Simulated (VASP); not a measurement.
# Li (a cell with a defect) in VASP: further runs

Runs on Li (a cell with a defect). Level: PBE. Tasks: single point.

All numbers are computed with VASP 6.6.1; they aren't measurements. Logs are shortened: lines on timing, memory, paths and dates and some standing lists are left out, and cuts for length are marked.

### 1 The cell of the first run

The cell holds a defect, 17 atoms: a = 6.980 Å, b = 6.980 Å, c = 6.980 Å, α = 90.00°, β = 90.00°, γ = 90.00°.

### 2 Single point, PBE

The input, INCAR:

```
PREC = Accurate
ENCUT = 520
EDIFF = 1E-6
ISMEAR = -1
SIGMA = 0.05
LREAL = Auto
LASPH = True
NELM = 60
ALGO = Normal
ISIF = 2
LWAVE = False
LCHARG = True
GGA = PE
LELF = True
LVHAR = True
NBANDS = 40
```

The input, KPOINTS:

```
regular mesh
0
Gamma
  2 2 2
```

The input, POSCAR:

```
Li
1.0
    6.9800000000      0.0000000000      0.0000000000
    0.0000000000      6.9800000000      0.0000000000
    0.0000000000      0.0000000000      6.9800000000
Li
17
Direct
    0.0175358166      0.0236676218      0.0590830946
    0.6770057307     -0.0428366762     -0.1030659026
   -0.0596418338      0.4684240688     -0.0038968481
    0.0129656160      0.0422206304      0.4839111748
    0.2839971347      0.3212893983      0.2378796562
    0.5259742120      0.5875644699     -0.0445988539
    0.4439398281     -0.0125787966      0.5513037249
    0.6864756447      0.2286962751      0.2522492837
    0.0441833811      0.4252722063      0.5601002865
    0.1275644699      0.6942693410      0.2872206304
    0.3070343840      0.2411747851      0.8375931232
    0.4482664756      0.5623065903      0.5201289398
    0.7373638968      0.7556160458      0.2862893983
    0.6971633238      0.2841547278      0.6921919771
    0.1998710602      0.7694126074      0.8044269341
    0.8222636103      0.7169484241      0.6559312321
    0.4011318052     -0.0710744986      0.1716762178
```

Potentials or basis: VASP PAW PBE potentials, release 64 (Li_sv).

Started as:

```sh
cat potpaw_PBE.64/Li_sv/POTCAR > POTCAR
mpirun -np 1 vasp_std > vasp.out
```

OUTCAR:

```text
PREC = Accurate
   ENCUT = 520
   EDIFF = 1E-6
   ISMEAR = -1
   LREAL = Auto
   LASPH = True
   NELM = 60
   ISIF = 2
   GGA = PE

 ion  position               nearest neighbor table
   1  0.018  0.024  0.059-
   2  0.677  0.957  0.897-  16 2.58
   3  0.940  0.468  0.996-
   4  0.013  0.042  0.484-
   5  0.284  0.321  0.238-
   6  0.526  0.588  0.955-
   7  0.444  0.987  0.551-
   8  0.686  0.229  0.252-
   9  0.044  0.425  0.560-
  10  0.128  0.694  0.287-
  11  0.307  0.241  0.838-
  12  0.448  0.562  0.520-
  13  0.737  0.756  0.286-
  14  0.697  0.284  0.692-
  15  0.200  0.769  0.804-
  16  0.822  0.717  0.656-   2 2.58
  17  0.401  0.929  0.172-

  LATTYP: Found a simple cubic cell.
 ALAT       =     6.9800000000

  Lattice vectors:

 A1 = (   6.9800000000,   0.0000000000,   0.0000000000)
 A2 = (   0.0000000000,   6.9800000000,   0.0000000000)
 A3 = (   0.0000000000,   0.0000000000,   6.9800000000)

Analysis of symmetry for initial positions (statically):
=====================================================================
 Subroutine PRICEL returns:
 Original cell was already a primitive cell.

 Routine SETGRP: Setting up the symmetry group for a
 simple cubic supercell.

 Subroutine GETGRP returns: Found  1 space group operations
 (whereof  1 operations were pure point group operations)
 out of a pool of 48 trial point group operations.

The static configuration has the point symmetry C_1 .

Analysis of symmetry for dynamics (positions and initial velocities):
=====================================================================
 Subroutine PRICEL returns:
 Original cell was already a primitive cell.

 Routine SETGRP: Setting up the symmetry group for a
 simple cubic supercell.

 Subroutine GETGRP returns: Found  1 space group operations
 (whereof  1 operations were pure point group operations)
 out of a pool of 48 trial point group operations.

The dynamic configuration has the point symmetry C_1 .

 Subroutine INISYM returns: Found  1 space group operations
 (whereof  1 operations are pure point group operations),
 and found     1 'primitive' translations

----------------------------------------------------------------------------------------

                                     Primitive cell

  volume of cell :     340.0684

  direct lattice vectors                    reciprocal lattice vectors
     6.980000000  0.000000000  0.000000000     0.143266476  0.000000000  0.000000000
     0.000000000  6.980000000  0.000000000     0.000000000  0.143266476  0.000000000
     0.000000000  0.000000000  6.980000000     0.000000000  0.000000000  0.143266476

  length of vectors
     6.980000000  6.980000000  6.980000000     0.143266476  0.143266476  0.143266476

  position of ions in fractional coordinates (direct lattice)
     0.017535817  0.023667622  0.059083095
     0.677005731  0.957163324  0.896934097
     0.940358166  0.468424069  0.996103152
     0.012965616  0.042220630  0.483911175
     0.283997135  0.321289398  0.237879656
     0.525974212  0.587564470  0.955401146
[... 9 lines left out ...]
     0.822263610  0.716948424  0.655931232
     0.401131805  0.928925501  0.171676218

  ion indices of the primitive-cell ions
   primitive index   ion index
                 1           1
                 2           2
                 3           3
                 4           4
                 5           5
                 6           6
[... 9 lines left out ...]
                16          16
                17          17

----------------------------------------------------------------------------------------

 KPOINTS: regular mesh

Automatic generation of k-mesh.
 Grid dimensions read from file:
 generate k-points for:    2    2    2

 Generating k-lattice:

  Cartesian coordinates                     Fractional coordinates (reciprocal lattice)
     0.071633238  0.000000000  0.000000000     0.500000000  0.000000000  0.000000000
     0.000000000  0.071633238  0.000000000     0.000000000  0.500000000  0.000000000
     0.000000000  0.000000000  0.071633238     0.000000000  0.000000000  0.500000000

  Length of vectors
     0.071633238  0.071633238  0.071633238

  Shift w.r.t. Gamma in fractional coordinates (k-lattice)
     0.000000000  0.000000000  0.000000000

 Subroutine IBZKPT returns following result:
 ===========================================

 Found      8 irreducible k-points:

 Following reciprocal coordinates:
            Coordinates               Weight
  0.000000  0.000000  0.000000      1.000000
  0.500000  0.000000  0.000000      1.000000
  0.000000  0.500000  0.000000      1.000000
  0.000000  0.000000  0.500000      1.000000
  0.500000  0.500000  0.000000      1.000000
  0.000000  0.500000  0.500000      1.000000
  0.500000  0.000000  0.500000      1.000000
  0.500000  0.500000  0.500000      1.000000
   k-points           NKPTS =      8   k-points in BZ     NKDIM =      8   number of bands    NBANDS=     40
   number of dos      NEDOS =    301   number of ions     NIONS =     17
   total plane-waves  NPLWV = 157464
   dimension x,y,z NGX =    54 NGY =   54 NGZ =   54
   dimension x,y,z NGXF=   108 NGYF=  108 NGZF=  108
   ions per type =              17
   NGX,Y,Z   is equivalent  to a cutoff of  12.86, 12.86, 12.86 a.u.
   NGXF,Y,Z  is equivalent  to a cutoff of  25.72, 25.72, 25.72 a.u.
 SYSTEM =  unknown system
   PREC   = accura    normal or accurate (medium, high low for compatibility)
   ISTART =      0    job   : 0-new  1-cont  2-samecut
   ICHARG =      2    charge: 1-file 2-atom 10-const
   ISPIN  =      1    spin polarized calculation?
   LNONCOLLINEAR =      F non collinear calculations
   LSORBIT =      F    spin-orbit coupling
   LASPH  =      T    aspherical Exc in radial PAW
   ENCUT  =  520.0 eV  38.22 Ry    6.18 a.u.  12.98 12.98 12.98*2*pi/ulx,y,z
   NELM   =     60;   NELMIN=  2; NELMDL= -5     # of ELM steps
   EDIFF  = 0.1E-05   stopping-criterion for ELM
   LREAL  =      T    real-space projection
   EDIFFG = 0.1E-04   stopping-criterion for IOM
   NSW    =      0    number of steps for IOM
[... 5 lines left out ...]
   TEBEG  =    0.0;   TEEND  =   0.0 temperature during run
   PSTRESS=    0.0 pullay stress
   NELECT =      51.0000    total number of electrons
   NUPDOWN=      -1.0000    fix difference up-down
   EMIN   =  10.00;   EMAX   =-10.00  energy-range for DOS
   EFERMI =   0.00;   METHOD = LEGACY
   ISMEAR =    -1;   SIGMA  =   0.05  broadening in eV -4-tet -1-fermi 0-gaus
   EFERMI_NEDOS =   21; number of points for ismear=-14 and -15
   IALGO  =     38    algorithm
   IMIX   =      4    mixing-type and parameters
     AMIX     =   0.40;   BMIX     =  1.00
     AMIX_MAG =   1.60;   BMIX_MAG =  1.00
  volume/ion in A,a.u.               =      20.00       134.99
  Fermi-wavevector in a.u.,A,eV,Ry     =   0.869780  1.643646 10.293044  0.756517
  Thomas-Fermi vector in A             =   1.988651
   LORBIT       =      0    0 simple, 1 ext, 2 COOP (PROOUT), +10 PAW based schemes
   GGA     = PE    functional components
   LHFCALC =     F    Hartree Fock is set to
   AEXX    =    0.0000 exact exchange contribution
   IVDW    =     0    specifies the selected vdW correction
   LEPSILON=     F    determine dielectric tensor
   LRPA    =     F    only Hartree local field effects (RPA)
 non-spin polarized calculation
  energy-cutoff  :      520.00
  volume of cell :      340.07
 maximum number of plane-waves:      9124
 NGX is ok and might be reduce to    54
   NGX = 25   NGY = 25   NGZ = 25

 number of electron      51.0000010 magnetization

 Free energy of the ion-electron system (eV)
  ---------------------------------------------------
  ext. energy  EPLUGINS =         0.00000000
  ---------------------------------------------------
  free energy    TOTEN  =       -31.39302592 eV

  energy without entropy =      -31.34868121  energy(sigma->0) =      -31.37085357

 E-fermi :   0.4353     XC(G=0):  -7.0681

 val. band max:        0.3888168130   @ k =   0.0000   0.5000   0.5000
 cond. band min:       0.6139704118   @ k =   0.5000   0.0000   0.5000
 fundamental gap:      0.2251535987
 Fermi energy:         0.4353451097

 k-point     1 :       0.0000    0.0000    0.0000
  band No.  band energies     occupation
      1     -46.0427      2.00000
      2     -46.0384      2.00000
      3     -46.0118      2.00000
      4     -45.9926      2.00000
      5     -45.9707      2.00000
      6     -45.9612      2.00000
[... 29 lines left out ...]
     36       3.3103      0.00000
     37       3.7148      0.00000

 k-point     2 :       0.5000    0.0000    0.0000
  band No.  band energies     occupation
      1     -46.0426      2.00000
      2     -46.0385      2.00000
      3     -46.0116      2.00000
      4     -45.9930      2.00000
      5     -45.9705      2.00000
      6     -45.9613      2.00000
[... 29 lines left out ...]
     36       3.5416      0.00000
     37       3.7135      0.00000

 k-point     3 :       0.0000    0.5000    0.0000
  band No.  band energies     occupation
      1     -46.0427      2.00000
      2     -46.0385      2.00000
      3     -46.0117      2.00000
      4     -45.9926      2.00000
      5     -45.9707      2.00000
      6     -45.9612      2.00000
[... 29 lines left out ...]
     36       3.5155      0.00000
     37       3.7165      0.00000

 k-point     4 :       0.0000    0.0000    0.5000
  band No.  band energies     occupation
      1     -46.0425      2.00000
      2     -46.0386      2.00000
      3     -46.0118      2.00000
      4     -45.9926      2.00000
      5     -45.9710      2.00000
      6     -45.9610      2.00000
[... 29 lines left out ...]
     36       3.5433      0.00000
     37       3.6757      0.00000

 k-point     5 :       0.5000    0.5000    0.0000
  band No.  band energies     occupation
      1     -46.0426      2.00000
      2     -46.0385      2.00000
      3     -46.0116      2.00000
      4     -45.9929      2.00000
      5     -45.9706      2.00000
      6     -45.9612      2.00000
[... 29 lines left out ...]
     36       4.0952      0.00000
     37       4.6231      0.00000

 k-point     6 :       0.0000    0.5000    0.5000
  band No.  band energies     occupation
      1     -46.0425      2.00000
      2     -46.0386      2.00000
      3     -46.0117      2.00000
      4     -45.9926      2.00000
      5     -45.9710      2.00000
      6     -45.9610      2.00000
[... 29 lines left out ...]
     36       3.9310      0.00000
     37       4.2872      0.00000

 k-point     7 :       0.5000    0.0000    0.5000
  band No.  band energies     occupation
      1     -46.0424      2.00000
      2     -46.0387      2.00000
      3     -46.0117      2.00000
      4     -45.9928      2.00000
      5     -45.9709      2.00000
      6     -45.9610      2.00000
[... 29 lines left out ...]
     36       3.8333      0.00000
     37       4.5442      0.00000

 k-point     8 :       0.5000    0.5000    0.5000
  band No.  band energies     occupation
      1     -46.0424      2.00000
      2     -46.0387      2.00000
      3     -46.0116      2.00000
      4     -45.9928      2.00000
      5     -45.9709      2.00000
      6     -45.9610      2.00000
[... 29 lines left out ...]
     36       3.2401      0.00000
     37       3.3521      0.00000
 [bands above 37 left out]

------------------------ aborting loop because EDIFF is reached ----------------------------------------

  FORCE on cell =-STRESS in cart. coord.  units (eV):
  Direction    XX          YY          ZZ          XY          YZ          ZX
  --------------------------------------------------------------------------------------
  -------------------------------------------------------------------------------------
  Total        1.4739439      0.5159975      0.1815224     -0.0456006      0.7179737     -0.4385360
  in kB        6.9442486      2.4310390      0.8552134     -0.2148399      3.3826172     -2.0660914
  external PRESSURE =       3.4101670 kB  Pullay stress =       0.0000000 kB

 VOLUME and BASIS-vectors are now :
 -----------------------------------------------------------------------------
  energy-cutoff  :      520.00
  volume of cell :      340.07
      direct lattice vectors                 reciprocal lattice vectors
     6.980000000  0.000000000  0.000000000     0.143266476  0.000000000  0.000000000
     0.000000000  6.980000000  0.000000000     0.000000000  0.143266476  0.000000000
     0.000000000  0.000000000  6.980000000     0.000000000  0.000000000  0.143266476

 POSITION                                       TOTAL-FORCE (eV/Angst)
 -----------------------------------------------------------------------------------
      0.12240      0.16520      0.41240        -0.081130      0.157878     -0.073319
      4.72550      6.68100      6.26060        -0.092266      0.125054      0.073535
      6.56370      3.26960      6.95280         0.017567      0.006958     -0.003075
      0.09050      0.29470      3.37770         0.041739     -0.070103      0.098047
      1.98230      2.24260      1.66040         0.015706     -0.087488      0.015596
      3.67130      4.10120      6.66870        -0.079110     -0.180154      0.153209
[... 9 lines left out ...]
      5.73940      5.00430      4.57840        -0.079918      0.040257      0.073511
      2.79990      6.48390      1.19830        -0.056870      0.059631     -0.161641
 -----------------------------------------------------------------------------------
    total drift:                                0.007981      0.012734     -0.008165

  FREE ENERGIE OF THE ION-ELECTRON SYSTEM (eV)
  ---------------------------------------------------
  free  energy   TOTEN  =       -31.3930259248 eV

  energy  without entropy=      -31.3486812100  energy(sigma->0) =      -31.37085357
```

It took 2.7 min on 1 thread of Intel Xeon Platinum 8488C (Sapphire Rapids), shared host; peak memory 0.37 GiB.

Results:

| Quantity | Value |
| --- | --- |
| Free energy | -31.3930 eV |
| Largest force | 0.249 eV/Å |
| Band gap on the k mesh | zero (an odd number of electrons rules out a gap without spin polarisation) |

Forces in eV/Å, atoms in the order of the input:
```
Li  -0.081  0.158 -0.073
Li  -0.092  0.125  0.074
Li   0.018  0.007 -0.003
Li   0.042 -0.070  0.098
Li   0.016 -0.087  0.016
Li  -0.079 -0.180  0.153
Li  -0.013 -0.040 -0.072
Li   0.121  0.188  0.066
Li   0.129 -0.094  0.004
Li   0.076 -0.006 -0.059
Li  -0.095 -0.017 -0.005
Li   0.052  0.022  0.031
Li  -0.003 -0.090 -0.097
Li   0.032  0.021 -0.014
Li   0.014 -0.035 -0.029
Li  -0.080  0.040  0.074
Li  -0.057  0.060 -0.162
```

Caveat: the k points lie up to 0.45 Å⁻¹ apart, too coarse for converged energies and pressures of a metal; the cutoff is under 1.25 times the usual one of these potentials, so pressure, stress and relaxed cells hold a basis-set (Pulay) error.

### 3 Single point, PBE

The input, INCAR:

```
ALGO = Normal ; EDIFF = 1E-6
ENCUT = 520 ; GGA = PE
ISIF = 2 ; ISMEAR = -1
LASPH = True ; LCHARG = False
LREAL = Auto ; LWAVE = False
NBANDS = 40 ; NELM = 100
PREC = Accurate ; SIGMA = 0.05
```

The input, KPOINTS:

```
k-points
0
Gamma
  2 2 2
```

The input, POSCAR:

```
Li
1.0
    6.9800000000      0.0000000000      0.0000000000
    0.0000000000      6.9800000000      0.0000000000
    0.0000000000      0.0000000000      6.9800000000
Li
17
Direct
   -0.1335530086      0.1382664756      0.0169054441
    0.8169484241     -0.1328366762     -0.4149713467
   -0.1260888252      0.5466618911      0.0363467049
    0.1162750716      0.0792979943      0.2937679083
    0.1719484241      0.4802865330      0.2479083095
    0.5499713467      0.5706303725     -0.0323495702
    0.4515042980      0.0193409742      0.6445128940
    0.5575358166      0.2571203438      0.3057449857
    0.1058595989      0.2085673352      0.6667478510
    0.0901432665      0.7487535817      0.4662034384
    0.4125501433      0.2255014327      0.9959455587
    0.5293696275      0.6312464183      0.5183810888
    0.7985243553      0.8438681948      0.2256160458
    0.6740257880      0.3523495702      0.7163896848
    0.0905157593      0.8144412607      0.8622206304
    0.8583381089      0.3660458453      0.4122206304
    0.4092263610     -0.1550573066      0.2868338109
```

Potentials or basis: VASP PAW PBE potentials, release 64 (Li_sv).

Started as:

```sh
cat potpaw_PBE.64/Li_sv/POTCAR > POTCAR
mpirun -np 1 vasp_std > vasp.out
```

It took 2.5 min on 1 thread of Intel Xeon Platinum 8488C (Sapphire Rapids), shared host; peak memory 0.37 GiB.

It converged, with:

- Free energy: -28.8610 eV
- Largest force: 1.153 eV/Å
- Band gap on the k mesh: zero (an odd number of electrons rules out a gap without spin polarisation)

Forces in eV/Å, atoms in the order of the input:
```
Li  -0.227  0.203 -0.311
Li  -0.647  0.633  0.668
Li   0.423 -0.417 -0.084
Li   0.157  0.105 -0.040
Li   0.659 -0.163 -0.275
Li  -0.820  0.786  0.202
Li   0.015 -0.114 -0.003
Li  -0.225 -0.180  0.289
Li   0.115  0.273  0.154
Li   0.526 -0.454  0.221
Li  -0.456 -0.418 -0.234
Li  -0.186 -0.519  0.154
Li  -0.311  0.018 -0.068
Li   0.292 -0.407  0.074
Li   0.513  0.034  0.318
Li   0.161  0.312 -0.217
Li   0.012  0.309 -0.848
```

Levels at points of the mesh, in eV from the Fermi level:
```tsv
k point	band 23	band 24	band 25	band 26	band 27	band 28
(0.00, 0.00, 0.00)	-1.00	-0.87	0.38	0.48	0.70	0.82
(0.50, 0.00, 0.00)	-0.65	-0.51	-0.41	-0.33	-0.13	0.92
(0.00, 0.50, 0.00)	-0.56	-0.50	-0.45	-0.42	-0.26	0.92
(0.00, 0.00, 0.50)	-0.57	-0.54	-0.34	-0.17	-0.08	0.90
(0.50, 0.50, 0.00)	-0.27	-0.17	-0.12	0.07	0.27	0.44
(0.00, 0.50, 0.50)	-0.26	-0.18	-0.14	0.09	0.21	0.38
(0.50, 0.00, 0.50)	-0.47	-0.21	0.10	0.15	0.34	0.44
(0.50, 0.50, 0.50)	-1.58	-1.43	-1.26	1.30	1.61	1.81
```

Caveat: the k points lie up to 0.45 Å⁻¹ apart, too coarse for converged energies and pressures of a metal; the cutoff is under 1.25 times the usual one of these potentials, so pressure, stress and relaxed cells hold a basis-set (Pulay) error; the atoms stand as in a frame of molecular dynamics.

The gap in the log of VASP goes by the Fermi energy; the results here count the filled bands.